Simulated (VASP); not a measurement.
# Hf4B4 in VASP: single point with PBE

Aim: the single point of Hf4B4 with PBE.

Program: VASP 6.6.1. These are calculated values, not measurements. Logs are shortened: lines on timing, memory, paths and dates and some standing lists are left out, and cuts for length are marked.

## 1. The cell of the first run

The cell holds a cluster in a box, 8 atoms: a = 10.900 Å, b = 11.200 Å, c = 11.500 Å, α = 90.00°, β = 90.00°, γ = 90.00°.

## 2. Single point, PBE, collinear spin, ferromagnetic start

INCAR

```
PREC = Accurate
ENCUT = 520
EDIFF = 1E-6
ISMEAR = 0
SIGMA = 0.05
LREAL = F
LASPH = T
NELM = 150
ALGO = Normal
ISIF = 2
LWAVE = F
LCHARG = T
ISPIN = 2
MAGMOM = 1.2 1.2 1.2 1.2 0.4 0.4 0.4 0.4
LORBIT = 11
LMAXMIX = 4
GGA = PE
LELF = T
LVHAR = T
NBANDS = 40
```

KPOINTS

```
Automatic mesh
0
Gamma
  1 1 1
```

POSCAR

```
HfB
1.0
   10.9000000000      0.0000000000      0.0000000000
    0.0000000000     11.2000000000      0.0000000000
    0.0000000000      0.0000000000     11.5000000000
Hf B
4 4
Direct
    0.4031855601      0.3997729308      0.3997670044
    0.4042469051      0.6059533640      0.5936248850
    0.6101922713      0.4009876921      0.5977290799
    0.5958842775      0.5845843582      0.4135578115
    0.6058179381      0.3845261521      0.4057500238
    0.6068280712      0.5985858059      0.6082906662
    0.4067248179      0.4078457262      0.5926292007
    0.3904503662      0.5973211408      0.4015912299
```

Potentials or basis: VASP PAW PBE potentials, release 64 (Hf_pv, B).

The run is started by

```sh
$ cat potpaw_PBE.64/Hf_pv/POTCAR potpaw_PBE.64/B/POTCAR > POTCAR
$ mpirun -np 1 vasp_gam > vasp.out
```

OUTCAR:

```text
PREC = Accurate
   ENCUT = 520
   EDIFF = 1E-6
   ISMEAR = 0
   LREAL = F
   LASPH = T
   NELM = 150
   ISIF = 2
   ISPIN = 2
   LORBIT = 11
   GGA = PE

 ion  position               nearest neighbor table
   1  0.403  0.400  0.400-   5 2.22   8 2.22   7 2.22   4 2.95   3 3.21   2 3.21
   2  0.404  0.606  0.594-   8 2.22   6 2.22   7 2.22   4 2.95   1 3.21   3 3.21
   3  0.610  0.401  0.598-   5 2.22   6 2.22   7 2.22   4 2.96   1 3.21   2 3.21
   4  0.596  0.585  0.414-   5 2.25   8 2.25   6 2.25   2 2.95   1 2.95   3 2.96
   5  0.606  0.385  0.406-   3 2.22   1 2.22   4 2.25
   6  0.607  0.599  0.608-   2 2.22   3 2.22   4 2.25
   7  0.407  0.408  0.593-   2 2.22   3 2.22   1 2.22
   8  0.390  0.597  0.402-   2 2.22   1 2.22   4 2.25

  LATTYP: Found a simple orthorhombic cell.
 ALAT       =    10.9000000000
 B/A-ratio  =     1.0275229358
 C/A-ratio  =     1.0550458716

  Lattice vectors:

 A1 = (  10.9000000000,   0.0000000000,   0.0000000000)
 A2 = (   0.0000000000,  11.2000000000,   0.0000000000)
 A3 = (   0.0000000000,   0.0000000000,  11.5000000000)

Analysis of symmetry for initial positions (statically):
=====================================================================
 Subroutine PRICEL returns:
 Original cell was already a primitive cell.

 Routine SETGRP: Setting up the symmetry group for a
 simple orthorhombic supercell.

 Subroutine GETGRP returns: Found  1 space group operations
 (whereof  1 operations were pure point group operations)
 out of a pool of  8 trial point group operations.

The static configuration has the point symmetry C_1 .

Analysis of symmetry for dynamics (positions and initial velocities):
=====================================================================
 Subroutine PRICEL returns:
 Original cell was already a primitive cell.

 Routine SETGRP: Setting up the symmetry group for a
 simple orthorhombic supercell.

 Subroutine GETGRP returns: Found  1 space group operations
 (whereof  1 operations were pure point group operations)
 out of a pool of  8 trial point group operations.

The dynamic configuration has the point symmetry C_1 .

Analysis of structural, dynamic, and magnetic symmetry:
=====================================================================
 Subroutine PRICEL returns:
 Original cell was already a primitive cell.

 Routine SETGRP: Setting up the symmetry group for a
 simple orthorhombic supercell.

[... 134 lines left out ...]
  ---------------------------------------------------
  ext. energy  EPLUGINS =         0.00000000
  ---------------------------------------------------
  free energy    TOTEN  =       -51.19759290 eV

  energy without entropy =      -51.19759290  energy(sigma->0) =      -51.19759290

 E-fermi :  -2.8853     XC(G=0):  -2.1459

 val. band max:       -3.0860198482   @ k =   0.0000   0.0000   0.0000
 cond. band min:      -2.6851852730   @ k =   0.0000   0.0000   0.0000
 fundamental gap:      0.4008345751
 Fermi energy:        -2.8853482703

 spin component 1

 k-point     1 :       0.0000    0.0000    0.0000
  band No.  band energies     occupation
      1     -33.6974      1.00000
      2     -33.4999      1.00000
      3     -33.4994      1.00000
      4     -33.4619      1.00000
      5     -33.3997      1.00000
      6     -33.3986      1.00000
[... 30 lines left out ...]
     37      -0.4298      0.00000
     38      -0.2957      0.00000
 Fermi energy:        -2.8853482703

 spin component 2

 k-point     1 :       0.0000    0.0000    0.0000
  band No.  band energies     occupation
      1     -33.5847      1.00000
      2     -33.3446      1.00000
      3     -33.3443      1.00000
      4     -33.2220      1.00000
      5     -33.1605      1.00000
      6     -33.1585      1.00000
[... 30 lines left out ...]
     37      -0.2890      0.00000
     38      -0.0473      0.00000
 [bands above 38 left out]

------------------------ aborting loop because EDIFF is reached ----------------------------------------

  FORCE on cell =-STRESS in cart. coord.  units (eV):
  Direction    XX          YY          ZZ          XY          YZ          ZX
  --------------------------------------------------------------------------------------
  -------------------------------------------------------------------------------------
  Total       -0.1335468     -0.1655267     -0.1874039      0.0112978      0.0063060     -0.0050237
  in kB       -0.1524059     -0.1889019     -0.2138685      0.0128932      0.0071965     -0.0057331
  external PRESSURE =      -0.1850588 kB  Pullay stress =       0.0000000 kB

 VOLUME and BASIS-vectors are now :
 -----------------------------------------------------------------------------
  energy-cutoff  :      520.00
  volume of cell :     1403.92
      direct lattice vectors                 reciprocal lattice vectors
    10.900000000  0.000000000  0.000000000     0.091743119  0.000000000  0.000000000
     0.000000000 11.200000000  0.000000000     0.000000000  0.089285714  0.000000000
     0.000000000  0.000000000 11.500000000     0.000000000  0.000000000  0.086956522

 POSITION                                       TOTAL-FORCE (eV/Angst)
 -----------------------------------------------------------------------------------
      4.39472      4.47746      4.59732         0.031208      0.055290      0.042190
      4.40629      6.78668      6.82669         0.025048     -0.042174     -0.022001
      6.65110      4.49106      6.87388        -0.044214      0.058184     -0.035834
      6.49514      6.54734      4.75591        -0.050450     -0.046472      0.058235
      6.60342      4.30669      4.66613        -0.006171     -0.008039      0.003198
      6.61443      6.70416      6.99534         0.001232     -0.005913     -0.019398
      4.43330      4.56787      6.81524         0.023018     -0.002748     -0.022451
      4.25591      6.69000      4.61830         0.020330     -0.008128     -0.003939
 -----------------------------------------------------------------------------------
    total drift:                                0.000065      0.000363      0.000206

  FREE ENERGIE OF THE ION-ELECTRON SYSTEM (eV)
  ---------------------------------------------------
  free  energy   TOTEN  =       -51.1975928991 eV

  energy  without entropy=      -51.1975928960  energy(sigma->0) =      -51.19759290

 total charge

# of ion       s       p       d       tot
------------------------------------------
    1        0.399   6.264   1.787   8.449
    2        0.399   6.264   1.788   8.451
    3        0.399   6.263   1.787   8.449
    4        0.411   6.283   1.788   8.481
    5        0.776   0.993   0.000   1.769
    6        0.775   0.992   0.000   1.767
    7        0.779   1.005   0.000   1.783
    8        0.776   0.992   0.000   1.767
--------------------------------------------------
tot          4.713  29.055   7.149  40.916

 magnetization (x)

# of ion       s       p       d       tot
------------------------------------------
    1        0.002   0.037   0.377   0.416
    2        0.002   0.037   0.377   0.416
    3        0.002   0.037   0.379   0.418
    4       -0.009   0.063   0.078   0.132
    5        0.014   0.266   0.000   0.280
    6        0.014   0.266   0.000   0.280
    7        0.018   0.344   0.000   0.362
    8        0.014   0.265   0.000   0.279
--------------------------------------------------
tot          0.057   1.314   1.212   2.583
```

stdout:

```text
POSCAR found type information on POSCAR HfB
 POSCAR found :  2 types and       8 ions
 scaLAPACK will be used
 LDA part: xc-table for (Slater+PW92), standard interpolation
 POSCAR, INCAR and KPOINTS ok, starting setup
 FFT: planning ... GRIDC
 FFT: planning ... GRID_SOFT
 FFT: planning ... GRID
 WAVECAR not read
 entering main loop
```

Run time: 5 min. Hardware: 1 thread of Intel Xeon 6975P-C (Granite Rapids), shared host; peak memory 1.4 GiB.

What came out:

```
Free energy                                           : -51.1976 eV
Largest force                                         : 0.090 eV/Å
Gap between the frontier levels                       : 0.40 eV
Net moment                                            : 4.00 μB per cell
Site moments                                          : Hf +0.42, +0.13; B +0.28, +0.36 μB
Valence electrons inside the program's atomic spheres : Hf 8.45, 8.48; B 1.77, 1.78
```

Forces on the atoms (eV/Å):
```
Hf   0.031  0.055  0.042
Hf   0.025 -0.042 -0.022
Hf  -0.044  0.058 -0.036
Hf  -0.050 -0.046  0.058
B   -0.006 -0.008  0.003
B    0.001 -0.006 -0.019
B    0.023 -0.003 -0.022
B    0.020 -0.008 -0.004
```

Caveat: spin-orbit coupling is left out, which moves the levels of the heavy elements.
